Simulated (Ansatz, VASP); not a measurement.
Rb2CaYF6 in VASP and in Ansatz

```
F Ca Y Rb
1.0
     0.00000    4.44239    4.44239
     4.44239    0.00000    4.44239
     4.44239    4.44239    0.00000
F Ca Y Rb
6 1 1 2
Direct
  0.75600 0.24400 0.24400
  0.24400 0.75600 0.24400
  0.24400 0.75600 0.75600
  0.75600 0.24400 0.75600
  0.24400 0.24400 0.75600
  0.75600 0.75600 0.24400
  0.50000 0.50000 0.50000
  0.00000 0.00000 0.00000
  0.25000 0.25000 0.25000
  0.75000 0.75000 0.75000
```

Alike in both runs: task single point; functional r2SCAN; k mesh 4 × 4 × 4; no spin polarisation.

```csv
,VASP,Ansatz
version,VASP 6.6.1,Ansatz 0.2.0
potentials or method,"VASP PAW PBE potentials, release 64 (F, Ca_sv, Y_sv, Rb_sv), cutoff 520 eV",PAW plane waves
occupations,"fermi-dirac, width 0.1 eV",fermi-dirac
valence electrons in the cell,81,81
```

Ansatz gave:

| Property | Result |
| --- | --- |
| gap on the k mesh at the Fermi level (eV) | none |
| pressure (GPa) | 4.7 |
| rms of the force components (eV/Å) | 0.228 |

Q: Estimate VASP's values.

A: gap on the k mesh at the Fermi level (eV): none; pressure (GPa): 4.8; rms of the force components (eV/Å): 0.212.

VASP's potentials were made for PBE, not for r2SCAN. Atom by atom the forces differ by 0.016 eV/Å (rms over components). A gap of «none» marks a metal or a gap that the smearing closes.
